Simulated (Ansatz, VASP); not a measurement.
**One calculation of ZnS, two programs**

The input INCAR:

```
SYSTEM = ZnS
PREC = Accurate
ENCUT = 520
EDIFF = 1E-6
ISMEAR = 0
SIGMA = 0.05
LREAL = .FALSE.
LASPH = .TRUE.
NELM = 100
ALGO = Normal
ISIF = 2
LWAVE = .FALSE.
LCHARG = .FALSE.
GGA = PE
NBANDS = 46
```

Contents of KPOINTS:

```
regular mesh
0
G
  9 9 4
  0 0 0
```

POSCAR

```
ZnS
1.0
    4.0053116413      0.0000000000      0.0000000000
   -2.0026558206      3.4687016315      0.0000000000
    0.0000000000      0.0000000000     11.6113984482
Zn S
4 4
Direct
    0.0000000000      0.0000000000      0.0000492057
    0.0000000000      0.0000000000      0.5000492057
    0.3333333333      0.6666666667      0.2500242903
    0.6666666667      0.3333333333      0.7500242903
    0.0000000000      0.0000000000      0.1872905901
    0.0000000000      0.0000000000      0.6872905901
    0.3333333333      0.6666666667      0.4376359138
    0.6666666667      0.3333333333      0.9376359138
```

Input for Ansatz:

```yaml
crystal:
  lattice:
    - [4.0053116413, 0.0, 0.0]
    - [-2.0026558206, 3.4687016315, 0.0]
    - [0.0, 0.0, 11.6113984482]
  atoms:
    - { symbol: Zn, position: [0.0, 0.0, 4.92057e-05] }
    - { symbol: Zn, position: [0.0, 0.0, 0.5000492057] }
    - { symbol: Zn, position: [0.3333333333, 0.6666666667, 0.2500242903] }
    - { symbol: Zn, position: [0.6666666667, 0.3333333333, 0.7500242903] }
    - { symbol: S, position: [0.0, 0.0, 0.1872905901] }
    - { symbol: S, position: [0.0, 0.0, 0.6872905901] }
    - { symbol: S, position: [0.3333333333, 0.6666666667, 0.4376359138] }
    - { symbol: S, position: [0.6666666667, 0.3333333333, 0.9376359138] }
basis:
  ecutwfc: 520.0
kpoints:
  mp_grid: { grid: [9, 9, 4] }
hamiltonian:
  xc: pbe
scf:
  occupations: { method: gaussian, width: 0.05 }
output:
  forces: true
  stress: true
  eigenvalues: true
```

Alike in both runs: task single point; functional PBE; k mesh 9 × 9 × 4; occupations gaussian, width 0.05 eV; no spin polarisation.

|  | VASP | Ansatz |
| --- | --- | --- |
| version | VASP 6.6.1 | Ansatz 0.2.0 |
| potentials or method | VASP PAW PBE potentials, release 64 (Zn, S), cutoff 520 eV | scalar-relativistic, plane waves, PAW |
| valence electrons in the cell | 72 | 72 |

Ansatz gave:

```
gap on the k mesh at the Fermi level (eV)                     : 1.89
least direct gap on the mesh (eV)                             : 1.89
pressure (GPa)                                                : 2.0
traceless stress, the component that is largest in VASP (GPa) : 12.38
rms of the force components (eV/Å)                            : 0.667
```

What did VASP give for the same quantities?

gap on the k mesh at the Fermi level (eV): 1.89; least direct gap on the mesh (eV): 1.89; pressure (GPa): 2.1; traceless stress, the component that is largest in VASP (GPa): 12.43; rms of the force components (eV/Å): 0.672.

Atom by atom the forces differ by 0.005 eV/Å (rms over components). With one functional, cell and mesh, what is left measures potentials, basis and numerics.
